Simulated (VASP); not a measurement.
# Mn: single point with BLYP

Crystal: Mn.

```xyz
1
Lattice="2.3148 0.0000 0.0000 0.0000 2.3148 0.0000 0.0000 0.0000 2.3148" Properties=species:S:1:pos:R:3 pbc="T T T"
Mn    0.0000    0.0000    0.0000
```

- Program: VASP 6.6.1
- Task: single point
- Functional: BLYP
- Potentials or basis: VASP PAW PBE potentials, release 64 (Mn_pv)
- Cutoff: 520 eV
- k mesh: 15 × 15 × 15
- Occupations: fermi-dirac, width 0.1 eV
- Spin: no spin polarisation

```yaml
Pressure: 0.3 GPa
```

Levels at points of the mesh, in eV from the Fermi level:
| k point | band 2 | band 3 | band 4 | band 5 | band 6 | band 7 | band 8 | band 9 | band 10 | band 11 |
| --- | --- | --- | --- | --- | --- | --- | --- | --- | --- | --- |
| (0.00, 0.00, 0.00) | -47.56 | -47.56 | -7.59 | -3.52 | -3.52 | 1.55 | 1.55 | 1.55 | 19.96 | 19.96 |

It took 36 s on 1 thread of AMD EPYC 7R13 (shared host), peak memory 0.1 GiB.

Caveat: the PAW data sets were made with another functional, which shifts forces and pressure a little; the run has no spin polarisation, though such a crystal can be magnetic. Spin polarisation is off, so any magnetic state and its effect on volume and gap are missing.
